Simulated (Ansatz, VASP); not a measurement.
## Fe in VASP and in Ansatz

File INCAR:

```
SYSTEM = Fe
PREC = Accurate ; ENCUT = 520
EDIFF = 1E-7 ; ISMEAR = 0
SIGMA = 0.05 ; LREAL = .FALSE.
LASPH = .TRUE. ; NELM = 150
ALGO = Normal ; ISIF = 2
LWAVE = .FALSE. ; LCHARG = .FALSE.
ISPIN = 2 ; MAGMOM = 2.5 -2.5
LORBIT = 11 ; LMAXMIX = 4
GGA = PE ; NBANDS = 19
```

Contents of KPOINTS:

```
Automatic mesh
0
G
  16 16 16
  0 0 0
```

File POSCAR:

```
Fe
1.0
    2.8311865314      0.0000000000      0.0000000000
    0.0000000000      2.8311865314      0.0000000000
    0.0000000000      0.0000000000      2.8311865314
Fe
2
Direct
    0.0000000000      0.0000000000      0.0000000000
    0.5000000000      0.5000000000      0.5000000000
```

Input for Ansatz:

```yaml
crystal:
  lattice:
    - [2.8311865314, 0.0, 0.0]
    - [0.0, 2.8311865314, 0.0]
    - [0.0, 0.0, 2.8311865314]
  atoms:
    - { symbol: Fe, position: [0.0, 0.0, 0.0], spin: 2.5 }
    - { symbol: Fe, position: [0.5, 0.5, 0.5], spin: -2.5 }
basis:
  ecutwfc: 420
  ecutrho_ratio: 4
kpoints:
  mp_grid: { grid: [16, 16, 16] }
hamiltonian:
  xc: pbe
scf:
  occupations: { method: gaussian, width: 0.05 }
  lower_state_search: "off"
output:
  forces: true
  stress: true
  eigenvalues: true
  populations: true
magnetization:
  spin_polarized: true
```

Alike in both runs: task single point; functional PBE; k mesh 16 × 16 × 16; occupations gaussian, width 0.05 eV; collinear spin.

|  | VASP | Ansatz |
| --- | --- | --- |
| version | VASP 6.6.1 | Ansatz 0.2.0 |
| potentials or method | VASP PAW PBE potentials, release 64 (Fe), cutoff 520 eV | scalar-relativistic, plane waves, PAW |
| valence electrons in the cell | 16 | 32 |

VASP gave:

| Property | Result |
| --- | --- |
| gap on the k mesh at the Fermi level (eV) | none |
| pressure (GPa) | -6.2 |
| net moment per atom (μB) | 0.00 |
| size of the moment on the site where the two differ most (μB) | 1.51 |

**Question.** Estimate Ansatz's values.

**Answer.** gap on the k mesh at the Fermi level (eV): none; pressure (GPa): -6.1; net moment per atom (μB): 0.00; size of the moment on the site where the two differ most (μB): 1.46.

Site moments also hang on the region over which each program counts them. A gap of «none» marks a metal or a gap that the smearing closes. VASP's potentials hold 16 valence electrons a cell and Ansatz's 32, so a difference there can come from the potentials and not from the codes.
